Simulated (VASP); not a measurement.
# Cs2LiYP6 (Fm-3m) in VASP: single point with PBE

Aim: the single point of Cs2LiYP6 with PBE.

Everything below comes from runs of VASP 6.6.1. Logs are shortened: lines on timing, memory, paths and dates and some standing lists are left out, and cuts for length are marked.

## 1. The cell of the first run

Symmetry: Fm-3m, No. 225, cubic system. The conventional cell has a = 9.666 Å, b = 9.666 Å, c = 9.666 Å, α = 90.00°, β = 90.00°, γ = 90.00°. Y (site symmetry m-3m) has 6 P at 2.42 Å within 3.2 Å. P (site symmetry 4mm) has 1 Li at 2.41 Å and 1 Y at 2.42 Å within 3.2 Å. Li (site symmetry m-3m) has 6 P at 2.41 Å within 3.2 Å. Within 4.5 Å of Cs (site symmetry -43m) lie 12 P at 3.42 Å and 4 Y at 4.19 Å and 4 Li at 4.19 Å.

## 2. Single point, PBE

POSCAR

```
Cs2LiYP6
1.0
    0.0000000000      4.8330620000      4.8330620000
    4.8330620000      0.0000000000      4.8330620000
    4.8330620000      4.8330620000      0.0000000000
Y P Li Cs
1 6 1 2
Direct
    0.0000000000      0.0000000000      0.0000000000
    0.7495400000      0.2504600000      0.2504600000
    0.2504600000      0.7495400000      0.2504600000
    0.2504600000      0.7495400000      0.7495400000
    0.7495400000      0.2504600000      0.7495400000
    0.2504600000      0.2504600000      0.7495400000
    0.7495400000      0.7495400000      0.2504600000
    0.5000000000      0.5000000000      0.5000000000
    0.2500000000      0.2500000000      0.2500000000
    0.7500000000      0.7500000000      0.7500000000
```

INCAR.step1

```
PREC     = Accurate       # precision mode
ENCUT    = 520            # plane-wave cutoff, eV
EDIFF    = 1E-6           # SCF threshold, eV
ISMEAR   = -1             # smearing method
SIGMA    = 0.0257         # smearing width, eV
LREAL    = False          # projectors in reciprocal space
LASPH    = True           # aspherical terms in the spheres
NELM     = 100            # most SCF steps
ALGO     = Normal         # electronic algorithm
ISIF     = 2              # what is computed and relaxed
LWAVE    = False          # write WAVECAR
LCHARG   = True           # write CHGCAR
LMAXMIX  = 4              # l up to which the mixer works
GGA      = PE             # functional
NBANDS   = 42             # bands
```

KPOINTS.step1

```
regular mesh
0
Gamma
  6 6 6
```

INCAR.step2

```
PREC     = Accurate       # precision mode
ENCUT    = 520            # plane-wave cutoff, eV
EDIFF    = 1E-6           # SCF threshold, eV
ISMEAR   = -5             # smearing method
SIGMA    = 0.0257         # smearing width, eV
LREAL    = False          # projectors in reciprocal space
LASPH    = True           # aspherical terms in the spheres
NELM     = 100            # most SCF steps
ALGO     = Normal         # electronic algorithm
ISIF     = 2              # what is computed and relaxed
LWAVE    = False          # write WAVECAR
LCHARG   = False          # write CHGCAR
LMAXMIX  = 4              # l up to which the mixer works
GGA      = PE             # functional
LORBIT   = 11             # projections on sites
NEDOS    = 1001           # points of the DOS
ICHARG   = 11             # starting density
```

KPOINTS.step2

```
regular mesh
0
Gamma
  9 9 9
```

Potentials or basis: VASP PAW PBE potentials, release 64 (Y_sv, P, Li_sv, Cs_sv).

Run with:

```bash
$ cat potpaw_PBE.64/Y_sv/POTCAR potpaw_PBE.64/P/POTCAR potpaw_PBE.64/Li_sv/POTCAR potpaw_PBE.64/Cs_sv/POTCAR > POTCAR
$ cp INCAR.step1 INCAR
$ cp KPOINTS.step1 KPOINTS
$ mpirun -np 1 vasp_std > vasp.out
$ cp INCAR.step2 INCAR
$ cp KPOINTS.step2 KPOINTS
$ mpirun -np 1 vasp_std > vasp.out
```

OUTCAR:

```text
PREC = Accurate
   ENCUT = 520
   EDIFF = 1E-6
   ISMEAR = -5
   LREAL = False
   LASPH = True
   NELM = 100
   ISIF = 2
   GGA = PE
   LORBIT = 11
   ICHARG = 11

 ion  position               nearest neighbor table
   1  0.000  0.000  0.000-   2 2.42   3 2.42   4 2.42   5 2.42   6 2.42   7 2.42
   2  0.750  0.250  0.250-   8 2.41   1 2.42
   3  0.250  0.750  0.250-   8 2.41   1 2.42
   4  0.250  0.750  0.750-   8 2.41   1 2.42
   5  0.750  0.250  0.750-   8 2.41   1 2.42
   6  0.250  0.250  0.750-   8 2.41   1 2.42
   7  0.750  0.750  0.250-   8 2.41   1 2.42
   8  0.500  0.500  0.500-   2 2.41   3 2.41   4 2.41   5 2.41   6 2.41   7 2.41
   9  0.250  0.250  0.250-
  10  0.750  0.750  0.750-

  LATTYP: Found a face centered cubic cell.
 ALAT       =     9.6661240000

  Lattice vectors:

 A1 = (   0.0000000000,   4.8330620000,   4.8330620000)
 A2 = (   4.8330620000,   0.0000000000,   4.8330620000)
 A3 = (   4.8330620000,   4.8330620000,   0.0000000000)

Analysis of symmetry for initial positions (statically):
=====================================================================
 Subroutine PRICEL returns:
 Original cell was already a primitive cell.

 Routine SETGRP: Setting up the symmetry group for a
 face centered cubic supercell.

 Subroutine GETGRP returns: Found 48 space group operations
 (whereof 48 operations were pure point group operations)
 out of a pool of 48 trial point group operations.

The static configuration has the point symmetry O_h .

Analysis of symmetry for dynamics (positions and initial velocities):
=====================================================================
 Subroutine PRICEL returns:
 Original cell was already a primitive cell.

 Routine SETGRP: Setting up the symmetry group for a
 face centered cubic supercell.

 Subroutine GETGRP returns: Found 48 space group operations
 (whereof 48 operations were pure point group operations)
 out of a pool of 48 trial point group operations.

The dynamic configuration has the point symmetry O_h .

 Subroutine INISYM returns: Found 48 space group operations
 (whereof 48 operations are pure point group operations),
 and found     1 'primitive' translations

----------------------------------------------------------------------------------------

                                     Primitive cell

  volume of cell :     225.7860

  direct lattice vectors                    reciprocal lattice vectors
     0.000000000  4.833062000  4.833062000    -0.103454084  0.103454084  0.103454084
     4.833062000  0.000000000  4.833062000     0.103454084 -0.103454084  0.103454084
     4.833062000  4.833062000  0.000000000     0.103454084  0.103454084 -0.103454084

  length of vectors
     6.834981828  6.834981828  6.834981828     0.179187729  0.179187729  0.179187729

  position of ions in fractional coordinates (direct lattice)
     0.000000000  0.000000000  0.000000000
     0.749540000  0.250460000  0.250460000
     0.250460000  0.749540000  0.250460000
     0.250460000  0.749540000  0.749540000
     0.749540000  0.250460000  0.749540000
     0.250460000  0.250460000  0.749540000
     0.749540000  0.749540000  0.250460000
     0.500000000  0.500000000  0.500000000
     0.250000000  0.250000000  0.250000000
     0.750000000  0.750000000  0.750000000

  ion indices of the primitive-cell ions
   primitive index   ion index
                 1           1
                 2           2
                 3           3
                 4           4
                 5           5
                 6           6
                 7           7
                 8           8
                 9           9
                10          10

----------------------------------------------------------------------------------------

 KPOINTS: regular mesh

Automatic generation of k-mesh.
 Grid dimensions read from file:
 generate k-points for:    9    9    9

 Generating k-lattice:

  Cartesian coordinates                     Fractional coordinates (reciprocal lattice)
    -0.011494898  0.011494898  0.011494898     0.111111111  0.000000000  0.000000000
     0.011494898 -0.011494898  0.011494898     0.000000000  0.111111111  0.000000000
     0.011494898  0.011494898 -0.011494898     0.000000000  0.000000000  0.111111111

  Length of vectors
     0.019909748  0.019909748  0.019909748

  Shift w.r.t. Gamma in fractional coordinates (k-lattice)
     0.000000000  0.000000000  0.000000000

 TETIRR: Found    115 inequivalent tetrahedra from     4374

 Subroutine IBZKPT returns following result:
 ===========================================

 Found     35 irreducible k-points:

 Following reciprocal coordinates:
            Coordinates               Weight
  0.000000  0.000000  0.000000      1.000000
  0.111111  0.000000  0.000000      8.000000
  0.222222  0.000000  0.000000      8.000000
  0.333333  0.000000  0.000000      8.000000
  0.444444  0.000000  0.000000      8.000000
  0.111111  0.111111  0.000000      6.000000
[... 16 lines left out ...]
 -0.333333  0.333333  0.000000     12.000000
  0.444444  0.444444  0.000000      6.000000
 [... further k-points ...]
   k-points           NKPTS =     35   k-points in BZ     NKDIM =     35   number of bands    NBANDS=     37
   number of dos      NEDOS =   1001   number of ions     NIONS =     10
   total plane-waves  NPLWV = 157464
   dimension x,y,z NGX =    54 NGY =   54 NGZ =   54
   dimension x,y,z NGXF=   108 NGYF=  108 NGZF=  108
   ions per type =               1   6   1   2
   NGX,Y,Z   is equivalent  to a cutoff of  13.13, 13.13, 13.13 a.u.
   NGXF,Y,Z  is equivalent  to a cutoff of  26.27, 26.27, 26.27 a.u.
 SYSTEM =  unknown system
   PREC   = accura    normal or accurate (medium, high low for compatibility)
   ISTART =      0    job   : 0-new  1-cont  2-samecut
   ICHARG =     11    charge: 1-file 2-atom 10-const
   ISPIN  =      1    spin polarized calculation?
   LNONCOLLINEAR =      F non collinear calculations
   LSORBIT =      F    spin-orbit coupling
   LASPH  =      T    aspherical Exc in radial PAW
   ENCUT  =  520.0 eV  38.22 Ry    6.18 a.u.  12.71 12.71 12.71*2*pi/ulx,y,z
   NELM   =    100;   NELMIN=  2; NELMDL=  0     # of ELM steps
   EDIFF  = 0.1E-05   stopping-criterion for ELM
   LREAL  =      F    real-space projection
   EDIFFG = 0.1E-04   stopping-criterion for IOM
   NSW    =      0    number of steps for IOM
   IBRION =     -1    ionic relax: 0-MD 1-quasi-New 2-CG
   NFREE  =      0    steps in history (QN), initial steepest desc. (CG)
   ISIF   =      2    stress and relaxation
   ISYM   =      2    0-nonsym 1-usesym 2-fastsym
   POTIM  = 0.5000    time-step for ionic-motion
   TEBEG  =    0.0;   TEEND  =   0.0 temperature during run
   PSTRESS=    0.0 pullay stress
   NELECT =      62.0000    total number of electrons
   NUPDOWN=      -1.0000    fix difference up-down
   EMIN   =  10.00;   EMAX   =-10.00  energy-range for DOS
   EFERMI =   0.00;   METHOD = LEGACY
   ISMEAR =    -5;   SIGMA  =   0.03  broadening in eV -4-tet -1-fermi 0-gaus
   EFERMI_NEDOS =   21; number of points for ismear=-14 and -15
   IALGO  =     38    algorithm
   IMIX   =      4    mixing-type and parameters
     AMIX     =   0.40;   BMIX     =  1.00
     AMIX_MAG =   1.60;   BMIX_MAG =  1.00
  volume/ion in A,a.u.               =      22.58       152.37
  Fermi-wavevector in a.u.,A,eV,Ry     =   1.064077  2.010814 15.405329  1.132260
  Thomas-Fermi vector in A             =   2.199583
   LORBIT       =     11    0 simple, 1 ext, 2 COOP (PROOUT), +10 PAW based schemes
   GGA     = PE    functional components
   LHFCALC =     F    Hartree Fock is set to
   AEXX    =    0.0000 exact exchange contribution
   IVDW    =     0    specifies the selected vdW correction
   LEPSILON=     F    determine dielectric tensor
   LRPA    =     F    only Hartree local field effects (RPA)
 non-spin polarized calculation
 Fermi weights with tetrahedron method with Bloechl corrections
  energy-cutoff  :      520.00
  volume of cell :      225.79
 maximum number of plane-waves:      6108
 NGX is ok and might be reduce to    54

 number of electron      61.9999994 magnetization

 Free energy of the ion-electron system (eV)
  ---------------------------------------------------
  ext. energy  EPLUGINS =         0.00000000
  ---------------------------------------------------
  free energy    TOTEN  =       -36.59894017 eV

  energy without entropy =      -36.59894017  energy(sigma->0) =      -36.59894017

 E-fermi :   3.7199     XC(G=0):  -9.7363

 val. band max:        3.7835631944   @ k =   0.0000   0.0000   0.0000
 cond. band min:       3.6905288222   @ k =   0.3333   0.2222   0.1111
 fundamental gap:     -0.0930343723
 Fermi energy:         3.7199179258

 k-point     1 :       0.0000    0.0000    0.0000
  band No.  band energies     occupation
      1     -40.8265      2.00000
      2     -36.3337      2.00000
      3     -16.9208      2.00000
      4     -16.9208      2.00000
      5     -16.9208      2.00000
      6     -16.5669      2.00000
[... 29 lines left out ...]
     36       5.5916      0.00000
     37       5.5916      0.00000

 k-point     2 :       0.1111    0.0000    0.0000
  band No.  band energies     occupation
      1     -40.8265      2.00000
      2     -36.3337      2.00000
      3     -16.9230      2.00000
      4     -16.9208      2.00000
      5     -16.9208      2.00000
      6     -16.5624      2.00000
[... 29 lines left out ...]
     36       5.5216      0.00000
     37       5.5216      0.00000
[... 838 lines left out ...]
     36       4.9108      0.00000
     37       5.1323      0.00000

 k-point    24 :       0.4444    0.4444    0.0000
  band No.  band energies     occupation
      1     -40.8265      2.00000
      2     -36.3337      2.00000
      3     -16.9417      2.00000
      4     -16.9215      2.00000
      5     -16.9215      2.00000
      6     -16.5190      2.00000
[... 29 lines left out ...]
     36       4.7332      0.00000
     37       5.4439      0.00000

 [... further k-points ...]

------------------------ aborting loop because EDIFF is reached ----------------------------------------

  FORCE on cell =-STRESS in cart. coord.  units (eV):
  Direction    XX          YY          ZZ          XY          YZ          ZX
  --------------------------------------------------------------------------------------
  -------------------------------------------------------------------------------------
  Total       14.9782200     14.9782200     14.9782200     -0.0000000      0.0000000      0.0000000
  in kB      106.2854199    106.2854199    106.2854199     -0.0000000      0.0000000      0.0000000
  external PRESSURE =     106.2854199 kB  Pullay stress =       0.0000000 kB

 VOLUME and BASIS-vectors are now :
 -----------------------------------------------------------------------------
  energy-cutoff  :      520.00
  volume of cell :      225.79
      direct lattice vectors                 reciprocal lattice vectors
     0.000000000  4.833062000  4.833062000    -0.103454084  0.103454084  0.103454084
     4.833062000  0.000000000  4.833062000     0.103454084 -0.103454084  0.103454084
     4.833062000  4.833062000  0.000000000     0.103454084  0.103454084 -0.103454084

 POSITION                                       TOTAL-FORCE (eV/Angst)
 -----------------------------------------------------------------------------------
      0.00000      0.00000      0.00000         0.000000     -0.000000      0.000000
      2.42098      4.83306      4.83306         2.246942     -0.000000      0.000000
      4.83306      2.42098      4.83306         0.000000      2.246942      0.000000
      7.24515      4.83306      4.83306        -2.246942     -0.000000      0.000000
      4.83306      7.24515      4.83306         0.000000     -2.246942      0.000000
      4.83306      4.83306      2.42098         0.000000     -0.000000      2.246942
      4.83306      4.83306      7.24515         0.000000     -0.000000     -2.246942
      4.83306      4.83306      4.83306         0.000000     -0.000000      0.000000
      2.41653      2.41653      2.41653         0.000000     -0.000000      0.000000
      7.24959      7.24959      7.24959         0.000000      0.000000      0.000000
 -----------------------------------------------------------------------------------
    total drift:                               -0.000000      0.000000      0.000000

  FREE ENERGIE OF THE ION-ELECTRON SYSTEM (eV)
  ---------------------------------------------------
  free  energy   TOTEN  =       -36.5989401730 eV

  energy  without entropy=      -36.5989401730  energy(sigma->0) =      -36.59894017

 total charge

# of ion       s       p       d       f       tot
--------------------------------------------------
    1        2.306   6.767   1.970   0.104  11.147
    2        1.127   1.300   0.000   0.000   2.427
    3        1.127   1.300   0.000   0.000   2.427
    4        1.127   1.300   0.000   0.000   2.427
    5        1.127   1.300   0.000   0.000   2.427
    6        1.127   1.300   0.000   0.000   2.427
    7        1.127   1.300   0.000   0.000   2.427
    8        2.037   0.090   0.000   0.000   2.127
    9        1.845   4.684   0.100   0.000   6.630
   10        1.845   4.684   0.100   0.000   6.630
--------------------------------------------------
tot         14.796  24.026   2.171   0.104  41.097
```

Wall time 8 min (1 thread of Intel Xeon Platinum 8488C (Sapphire Rapids), shared host); peak memory 0.57 GiB.

What came out:

| Property | Result |
| --- | --- |
| Valence electrons inside the program's atomic spheres | Y 11.15; P 2.43; Li 2.13; Cs 6.63 |

Caveat: the cutoff is under 1.25 times the usual one of these potentials, so pressure, stress and relaxed cells hold a basis-set (Pulay) error; spin-orbit coupling is left out, which moves the levels of the heavy elements.
